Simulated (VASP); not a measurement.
# Tl in VASP: a series of runs

Tl is run at these levels: PBE; tasks: single point.

Everything below comes from runs of VASP 6.6.1. Logs are shortened: lines on timing, memory, paths and dates and some standing lists are left out, and cuts for length are marked.

## Step 1: The cell of the first run

The cell holds a wire with vacuum, 4 atoms: a = 12.300 Å, b = 9.300 Å, c = 6.260 Å, α = 90.00°, β = 90.00°, γ = 90.00°.

## Step 2: Single point, PBE, collinear spin, ferromagnetic start

The input, INCAR:

```
SYSTEM = Tl
ALGO = Normal
EDIFF = 1E-6
ENCUT = 520
GGA = PE
ISIF = 2
ISMEAR = 0
ISPIN = 2
LASPH = .True.
LCHARG = .False.
LORBIT = 11
LREAL = .False.
LWAVE = .False.
MAGMOM = 0.5 0.5 0.5 0.5
NBANDS = 38
NELM = 150
PREC = Accurate
SIGMA = 0.05
```

The input, KPOINTS:

```
k-points
0
Gamma
  1 1 11
  0 0 0
```

The input, POSCAR:

```
Tl
1.0
   12.3000000000      0.0000000000      0.0000000000
    0.0000000000      9.3000000000      0.0000000000
    0.0000000000      0.0000000000      6.2596042856
Tl
4
Direct
    0.3664108841      0.5000000000      0.0000000000
    0.3664108841      0.5000000000      0.5000000000
    0.6335891159      0.5000000000      0.0000000000
    0.6335891159      0.5000000000      0.5000000000
```

Potentials or basis: VASP PAW PBE potentials, release 64 (Tl_d).

The run is started by

```bash
$ cat potpaw_PBE.64/Tl_d/POTCAR > POTCAR
$ mpirun -np 1 vasp_std > vasp.out
```

OUTCAR:

```text
SYSTEM = Tl
   EDIFF = 1E-6
   ENCUT = 520
   GGA = PE
   ISIF = 2
   ISMEAR = 0
   ISPIN = 2
   LASPH = .True.
   LORBIT = 11
   LREAL = .False.
   NELM = 150
   PREC = Accurate

 ion  position               nearest neighbor table
   1  0.366  0.500  0.000-   2 3.13   2 3.13   3 3.29
   2  0.366  0.500  0.500-   1 3.13   1 3.13   4 3.29
   3  0.634  0.500  0.000-   4 3.13   4 3.13   1 3.29
   4  0.634  0.500  0.500-   3 3.13   3 3.13   2 3.29

  LATTYP: Found a simple orthorhombic cell.
 ALAT       =     6.2596042856
 B/A-ratio  =     1.4857169201
 C/A-ratio  =     1.9649804427

  Lattice vectors:

 A1 = (   0.0000000000,   0.0000000000,  -6.2596042856)
 A2 = (   0.0000000000,   9.3000000000,   0.0000000000)
 A3 = (  12.3000000000,   0.0000000000,   0.0000000000)

Analysis of symmetry for initial positions (statically):
=====================================================================
 Subroutine PRICEL returns following result:

  LATTYP: Found a simple orthorhombic cell.
 ALAT       =     3.1298021428
 B/A-ratio  =     2.9714338401
 C/A-ratio  =     3.9299608853

  Lattice vectors:

 A1 = (   0.0000000000,   0.0000000000,  -3.1298021428)
 A2 = (   0.0000000000,   9.3000000000,   0.0000000000)
 A3 = (  12.3000000000,   0.0000000000,   0.0000000000)

   2 primitive cells build up your supercell.

 Routine SETGRP: Setting up the symmetry group for a
 simple orthorhombic supercell.

 Subroutine GETGRP returns: Found  8 space group operations
 (whereof  8 operations were pure point group operations)
 out of a pool of  8 trial point group operations.

The static configuration has the point symmetry D_2h.

Analysis of symmetry for dynamics (positions and initial velocities):
=====================================================================
 Subroutine PRICEL returns following result:

  LATTYP: Found a simple orthorhombic cell.
 ALAT       =     3.1298021428
 B/A-ratio  =     2.9714338401
 C/A-ratio  =     3.9299608853

  Lattice vectors:

 A1 = (   0.0000000000,   0.0000000000,  -3.1298021428)
 A2 = (   0.0000000000,   9.3000000000,   0.0000000000)
 A3 = (  12.3000000000,   0.0000000000,   0.0000000000)

   2 primitive cells build up your supercell.

 Routine SETGRP: Setting up the symmetry group for a
 simple orthorhombic supercell.

 Subroutine GETGRP returns: Found  8 space group operations
 (whereof  8 operations were pure point group operations)
 out of a pool of  8 trial point group operations.

The dynamic configuration has the point symmetry D_2h.

Analysis of structural, dynamic, and magnetic symmetry:
=====================================================================
 Subroutine PRICEL returns following result:

  LATTYP: Found a simple orthorhombic cell.
 ALAT       =     3.1298021428
 B/A-ratio  =     2.9714338401
 C/A-ratio  =     3.9299608853

  Lattice vectors:

 A1 = (   0.0000000000,   0.0000000000,  -3.1298021428)
 A2 = (   0.0000000000,   9.3000000000,   0.0000000000)
 A3 = (  12.3000000000,   0.0000000000,   0.0000000000)

   2 primitive cells build up your supercell.

 Routine SETGRP: Setting up the symmetry group for a
 simple orthorhombic supercell.

 Subroutine GETGRP returns: Found  8 space group operations
 (whereof  8 operations were pure point group operations)
 out of a pool of  8 trial point group operations.

The overall configuration has the point symmetry D_2h.

 Subroutine INISYM returns: Found  8 space group operations
 (whereof  8 operations are pure point group operations),
 and found     2 'primitive' translations

----------------------------------------------------------------------------------------

                                     Primitive cell

  volume of cell :     358.0181

  direct lattice vectors                    reciprocal lattice vectors
     0.000000000  0.000000000 -3.129802143     0.000000000  0.000000000 -0.319509015
     0.000000000  9.300000000  0.000000000     0.000000000  0.107526882  0.000000000
    12.300000000  0.000000000  0.000000000     0.081300813  0.000000000  0.000000000

  length of vectors
     3.129802143  9.300000000 12.300000000     0.319509015  0.107526882  0.081300813

  position of ions in fractional coordinates (direct lattice)
     0.000000000  0.500000000  0.366410884
     0.000000000  0.500000000  0.633589116

  ion indices of the primitive-cell ions
   primitive index   ion index
                 1           1
                 2           3

----------------------------------------------------------------------------------------

 KPOINTS: k-points

Automatic generation of k-mesh.
 Grid dimensions read from file:
 generate k-points for:    1    1   11

 Generating k-lattice:

  Cartesian coordinates                     Fractional coordinates (reciprocal lattice)
     0.081300813  0.000000000  0.000000000     1.000000000  0.000000000  0.000000000
     0.000000000  0.107526882  0.000000000     0.000000000  1.000000000  0.000000000
     0.000000000  0.000000000  0.014523137     0.000000000  0.000000000  0.090909091

  Length of vectors
     0.081300813  0.107526882  0.014523137

  Shift w.r.t. Gamma in fractional coordinates (k-lattice)
     0.000000000  0.000000000  0.000000000

 Subroutine IBZKPT returns following result:
 ===========================================

 Found      6 irreducible k-points:

 Following reciprocal coordinates:
            Coordinates               Weight
  0.000000  0.000000  0.000000      1.000000
  0.000000  0.000000  0.090909      2.000000
  0.000000  0.000000  0.181818      2.000000
  0.000000  0.000000  0.272727      2.000000
  0.000000  0.000000  0.363636      2.000000
  0.000000  0.000000  0.454545      2.000000
   k-points           NKPTS =      6   k-points in BZ     NKDIM =      6   number of bands    NBANDS=     38
   number of dos      NEDOS =    301   number of ions     NIONS =      4
   total plane-waves  NPLWV = 322560
   dimension x,y,z NGX =    96 NGY =   70 NGZ =   48
   dimension x,y,z NGXF=   192 NGYF=  140 NGZF=   96
   ions per type =               4
   NGX,Y,Z   is equivalent  to a cutoff of  12.98, 12.51, 12.75 a.u.
   NGXF,Y,Z  is equivalent  to a cutoff of  25.95, 25.03, 25.50 a.u.
 SYSTEM =  Tl
   PREC   = accura    normal or accurate (medium, high low for compatibility)
   ISTART =      0    job   : 0-new  1-cont  2-samecut
   ICHARG =      2    charge: 1-file 2-atom 10-const
   ISPIN  =      2    spin polarized calculation?
   LNONCOLLINEAR =      F non collinear calculations
   LSORBIT =      F    spin-orbit coupling
   LASPH  =      T    aspherical Exc in radial PAW
   ENCUT  =  520.0 eV  38.22 Ry    6.18 a.u.  22.87 17.29 11.64*2*pi/ulx,y,z
   NELM   =    150;   NELMIN=  2; NELMDL= -5     # of ELM steps
   EDIFF  = 0.1E-05   stopping-criterion for ELM
   LREAL  =      F    real-space projection
   EDIFFG = 0.1E-04   stopping-criterion for IOM
   NSW    =      0    number of steps for IOM
   IBRION =     -1    ionic relax: 0-MD 1-quasi-New 2-CG
   NFREE  =      0    steps in history (QN), initial steepest desc. (CG)
   ISIF   =      2    stress and relaxation
   ISYM   =      2    0-nonsym 1-usesym 2-fastsym
   POTIM  = 0.5000    time-step for ionic-motion
   TEBEG  =    0.0;   TEEND  =   0.0 temperature during run
   PSTRESS=    0.0 pullay stress
   NELECT =      52.0000    total number of electrons
   NUPDOWN=      -1.0000    fix difference up-down
   EMIN   =  10.00;   EMAX   =-10.00  energy-range for DOS
   EFERMI =   0.00;   METHOD = LEGACY
   ISMEAR =     0;   SIGMA  =   0.05  broadening in eV -4-tet -1-fermi 0-gaus
   EFERMI_NEDOS =   21; number of points for ismear=-14 and -15
   IALGO  =     38    algorithm
   IMIX   =      4    mixing-type and parameters
     AMIX     =   0.40;   BMIX     =  1.00
     AMIX_MAG =   1.60;   BMIX_MAG =  1.00
  volume/ion in A,a.u.               =     179.01      1208.01
  Fermi-wavevector in a.u.,A,eV,Ry     =   0.683016  1.290713  6.347268  0.466511
  Thomas-Fermi vector in A             =   1.762258
   LORBIT       =     11    0 simple, 1 ext, 2 COOP (PROOUT), +10 PAW based schemes
   GGA     = PE    functional components
   LHFCALC =     F    Hartree Fock is set to
   AEXX    =    0.0000 exact exchange contribution
   IVDW    =     0    specifies the selected vdW correction
   LEPSILON=     F    determine dielectric tensor
   LRPA    =     F    only Hartree local field effects (RPA)
 spin polarized calculation
 Gauss-broadening in eV      SIGMA  =   0.05
  energy-cutoff  :      520.00
  volume of cell :      716.04
 maximum number of plane-waves:     19308
 NGX is ok and might be reduce to    90
   NGX = 45   NGY = 35   NGZ = 23

 number of electron      52.0000004 magnetization       0.1984573

 Free energy of the ion-electron system (eV)
  ---------------------------------------------------
  ext. energy  EPLUGINS =         0.00000000
  ---------------------------------------------------
  free energy    TOTEN  =        -6.46121017 eV

  energy without entropy =       -6.45254598  energy(sigma->0) =       -6.45687807

 E-fermi :  -1.9053     XC(G=0):  -3.0164

 val. band max:       -1.9260488690   @ k =   0.0000   0.0000   0.0909
 cond. band min:      -1.9041744148   @ k =   0.0000   0.0000   0.2727
 fundamental gap:      0.0218744542
 Fermi energy:        -1.9053310955

 spin component 1

 k-point     1 :       0.0000    0.0000    0.0000
  band No.  band energies     occupation
      1     -14.1444      1.00000
      2     -14.0942      1.00000
      3     -13.8081      1.00000
      4     -13.7887      1.00000
      5     -13.7649      1.00000
      6     -13.7401      1.00000
[... 30 lines left out ...]
     37       2.4093      0.00000
     38       2.9580      0.00000

 k-point     2 :       0.0000    0.0000    0.0909
  band No.  band energies     occupation
      1     -14.1249      1.00000
      2     -14.0739      1.00000
      3     -13.7998      1.00000
      4     -13.7809      1.00000
      5     -13.7573      1.00000
      6     -13.7386      1.00000
[... 30 lines left out ...]
     37       2.4402      0.00000
     38       2.9891      0.00000
[... 121 lines left out ...]
     37       2.3123      0.00000
     38       2.5702      0.00000

 k-point     6 :       0.0000    0.0000    0.4545
  band No.  band energies     occupation
      1     -13.7670      1.00000
      2     -13.7250      1.00000
      3     -13.6819      1.00000
      4     -13.6788      1.00000
      5     -13.6332      1.00000
      6     -13.6277      1.00000
[... 30 lines left out ...]
     37       2.0204      0.00000
     38       2.4110      0.00000
 Fermi energy:        -1.9053310955

 spin component 2

 k-point     1 :       0.0000    0.0000    0.0000
  band No.  band energies     occupation
      1     -14.1281      1.00000
      2     -14.0774      1.00000
      3     -13.8009      1.00000
      4     -13.7788      1.00000
      5     -13.7551      1.00000
      6     -13.7371      1.00000
[... 30 lines left out ...]
     37       2.4232      0.00000
     38       2.9679      0.00000

 k-point     2 :       0.0000    0.0000    0.0909
  band No.  band energies     occupation
      1     -14.1089      1.00000
      2     -14.0574      1.00000
      3     -13.7927      1.00000
      4     -13.7710      1.00000
      5     -13.7476      1.00000
      6     -13.7357      1.00000
[... 30 lines left out ...]
     37       2.4540      0.00000
     38       2.9989      0.00000
[... 121 lines left out ...]
     37       2.3327      0.00000
     38       2.5919      0.00000

 k-point     6 :       0.0000    0.0000    0.4545
  band No.  band energies     occupation
      1     -13.7598      1.00000
      2     -13.7219      1.00000
      3     -13.6746      1.00000
      4     -13.6675      1.00000
      5     -13.6298      1.00000
      6     -13.6232      1.00000
[... 30 lines left out ...]
     37       2.0614      0.00000
     38       2.4231      0.00000

------------------------ aborting loop because EDIFF is reached ----------------------------------------

  FORCE on cell =-STRESS in cart. coord.  units (eV):
  Direction    XX          YY          ZZ          XY          YZ          ZX
  --------------------------------------------------------------------------------------
  -------------------------------------------------------------------------------------
  Total       -1.3292101      0.1274127     -1.9249743      0.0000000     -0.0000000      0.0000000
  in kB       -2.9741939      0.2850942     -4.3072549      0.0000000     -0.0000000      0.0000000
  external PRESSURE =      -2.3321182 kB  Pullay stress =       0.0000000 kB

 VOLUME and BASIS-vectors are now :
 -----------------------------------------------------------------------------
  energy-cutoff  :      520.00
  volume of cell :      716.04
      direct lattice vectors                 reciprocal lattice vectors
    12.300000000  0.000000000  0.000000000     0.081300813  0.000000000  0.000000000
     0.000000000  9.300000000  0.000000000     0.000000000  0.107526882  0.000000000
     0.000000000  0.000000000  6.259604286     0.000000000  0.000000000  0.159754508

 POSITION                                       TOTAL-FORCE (eV/Angst)
 -----------------------------------------------------------------------------------
      4.50685      4.65000      0.00000         0.162551     -0.000000      0.000000
      4.50685      4.65000      3.12980         0.162551      0.000000     -0.000000
      7.79315      4.65000      0.00000        -0.162551      0.000000      0.000000
      7.79315      4.65000      3.12980        -0.162551      0.000000      0.000000
 -----------------------------------------------------------------------------------
    total drift:                                0.000000      0.000000      0.000000

  FREE ENERGIE OF THE ION-ELECTRON SYSTEM (eV)
  ---------------------------------------------------
  free  energy   TOTEN  =        -6.4612101708 eV

  energy  without entropy=       -6.4525459753  energy(sigma->0) =       -6.45687807

 total charge

# of ion       s       p       d       tot
------------------------------------------
    1        1.205   0.335   9.634  11.174
    2        1.205   0.335   9.634  11.174
    3        1.205   0.335   9.634  11.174
    4        1.205   0.335   9.634  11.174
--------------------------------------------------
tot          4.821   1.341  38.534  44.697

 magnetization (x)

# of ion       s       p       d       tot
------------------------------------------
    1        0.000   0.016  -0.000   0.016
    2        0.000   0.016  -0.000   0.016
    3        0.000   0.016  -0.000   0.016
    4        0.000   0.016  -0.000   0.016
--------------------------------------------------
tot          0.001   0.065  -0.001   0.065
```

Run time: 8.1 min. Hardware: 1 thread of Intel Xeon 6975P-C (Granite Rapids), shared host; peak memory 0.94 GiB.

What came out:

* Free energy: -6.4612 eV
* Largest force: 0.163 eV/Å
* Net moment: 0.20 μB per cell
* Valence electrons inside the program's atomic spheres: Tl 11.17

Forces on the atoms (eV/Å):
```
Tl   0.163  0.000  0.000
Tl   0.163  0.000  0.000
Tl  -0.163  0.000  0.000
Tl  -0.163  0.000  0.000
```

Levels at points of the mesh, in eV from the Fermi level:
Spin up:
```tsv
k point	band 22	band 23	band 24	band 25	band 26	band 27	band 28	band 29	band 30	band 31
(0.00, 0.00, 0.00)	-6.49	-4.58	-3.34	-1.40	-0.66	-0.37	-0.31	0.84	2.24	2.30
```
Spin down:
```
           k point  band 22  band 23  band 24  band 25  band 26  band 27  band 28  band 29  band 30  band 31
(0.00, 0.00, 0.00)    -6.46    -4.56    -3.32    -1.33    -0.64    -0.33    -0.24     0.88     2.25     2.32
```

Caveat: spin-orbit coupling is left out, which moves the levels of the heavy elements.

## Step 3: Single point, PBE, collinear spin, ferromagnetic start

This run uses another cell than the first one, of 174.25 Å³/atom, 0.973 times its volume.

The input, INCAR:

```
SYSTEM = Tl
  PREC = Accurate
  ENCUT = 520
  EDIFF = 1E-7
  ISMEAR = 0
  SIGMA = 0.05
  LREAL = .FALSE.
  LASPH = .TRUE.
  NELM = 150
  ALGO = Normal
  ISIF = 2
  LWAVE = .FALSE.
  LCHARG = .FALSE.
  ISPIN = 2
  MAGMOM = 0.5 0.5 0.5 0.5
  LORBIT = 11
  GGA = PE
  NBANDS = 38
```

The input, KPOINTS:

```
regular mesh
0
G
  1 1 11
  0 0 0
```

The input, POSCAR:

```
Tl
1.0
   12.3000000000      0.0000000000      0.0000000000
    0.0000000000      9.3000000000      0.0000000000
    0.0000000000      0.0000000000      6.0931408961
Tl
4
Direct
    0.3726767872      0.5000000000      0.0000000000
    0.3726767872      0.5000000000      0.5000000000
    0.6273232128      0.5000000000      0.0000000000
    0.6273232128      0.5000000000      0.5000000000
```

Potentials or basis: VASP PAW PBE potentials, release 64 (Tl_d).

The run is started by

```bash
$ cat potpaw_PBE.64/Tl_d/POTCAR > POTCAR
$ mpirun -np 1 vasp_std > vasp.out
```

Wall time 5.3 min (1 thread of Intel Xeon 6975P-C (Granite Rapids), shared host); peak memory 0.96 GiB.

It converged, with:

* Free energy: -6.5223 eV
* Band gap on the k mesh: zero (filled and empty bands overlap)
* Net moment: 0.00 μB per cell
* Valence electrons inside the program's atomic spheres: Tl 11.20

Levels at points of the mesh, in eV from the Fermi level:
Spin up:
| k point | band 23 | band 24 | band 25 | band 26 | band 27 | band 28 | band 29 | band 30 |
| --- | --- | --- | --- | --- | --- | --- | --- | --- |
| (0.00, 0.00, 0.00) | -4.48 | -2.95 | -1.55 | -0.74 | -0.50 | -0.27 | 0.89 | 2.41 |
Spin down:
```csv
k point,band 24,band 25,band 26,band 27,band 28,band 29
"(0.00, 0.00, 0.00)",-2.95,-1.55,-0.74,-0.50,-0.27,0.89
```

Caveat: spin-orbit coupling is left out, which moves the levels of the heavy elements.
